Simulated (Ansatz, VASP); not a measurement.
# One calculation of Hf, two programs

```
Hf
1.0
     0.00000    3.41318    3.41318
     3.41318    0.00000    3.41318
     3.41318    3.41318    0.00000
Hf
2
Direct
  0.12500 0.12500 0.12500
  0.87500 0.87500 0.87500
```

Alike in both runs: task single point; functional RPBE; k mesh 9 × 9 × 9; occupations fermi-dirac, width 0.1 eV; no spin polarisation.

|  | VASP | Ansatz |
| --- | --- | --- |
| version | VASP 6.6.1 | Ansatz 0.2.0 |
| potentials or method | VASP PAW PBE potentials, release 64 (Hf_pv), cutoff 520 eV | plane waves (420 eV) with PAW, scalar-relativistic |
| valence electrons in the cell | 20 | 52 |

Ansatz gave:

| Item | Value |
| --- | --- |
| pressure (GPa) | -2.1 |

What did VASP give for the same quantities?

Pressure (GPa): -2.3.

VASP's potentials were made for PBE, not for RPBE. The functional is the same, so the differences come from potentials, cutoffs and numerics. VASP's potentials hold 20 valence electrons a cell and Ansatz's 52, so a difference there can come from the potentials and not from the codes.

Neither program's run includes spin-orbit coupling.
